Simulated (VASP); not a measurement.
BiTe, 2 atoms in the cell. The structure is trigonal, space group R-3m (No. 166). The conventional cell has a = 4.694 Å, b = 4.694 Å, c = 10.605 Å, α = 90.00°, β = 90.00°, γ = 120.00°. Within 4.5 Å of Bi (site symmetry -3m) lie 6 Te at 3.24 Å and 6 Bi at 4.45 Å. Within 4.5 Å of Te (site symmetry -3m) lie 6 Bi at 3.24 Å and 6 Te at 4.45 Å.  This cell differs from its parent crystal: ratio of the length along z to the lengths across it x 1.1, volume and fractional coordinates fixed.

```yaml
Program: VASP 6.6.1
Task: single point
Functional: r2SCAN
Potentials_or_basis: VASP PAW PBE potentials, release 64 (Bi_d, Te)
Cutoff: 520 eV
k_mesh: 12 × 12 × 12
Occupations: gaussian, width 0.15 eV
Spin: no spin polarisation
Dipole_correction: no
Further_INCAR_settings: ALGO = Normal; EDIFF = 1e-06; NBANDS = 18
```

Potentials or basis: VASP PAW PBE potentials, release 64 (Bi_d, Te).

Run with:

```sh
$ cat potpaw_PBE.64/Bi_d/POTCAR potpaw_PBE.64/Te/POTCAR > POTCAR
$ cp INCAR.step1 INCAR
$ mpirun -np 1 vasp_std > vasp.out
$ cp INCAR.step2 INCAR
$ mpirun -np 1 vasp_std > vasp.out
```

Hardware: 1 thread of Intel(R) Xeon(R) Platinum 8559C (Emerald Rapids), with other jobs on the host.

Estimate the wall time of this run.

Run time: 5.8 min on 1 thread of Intel(R) Xeon(R) Platinum 8559C (Emerald Rapids), with other jobs on the host, peak memory 0.38 GiB. Counts: k points 189.
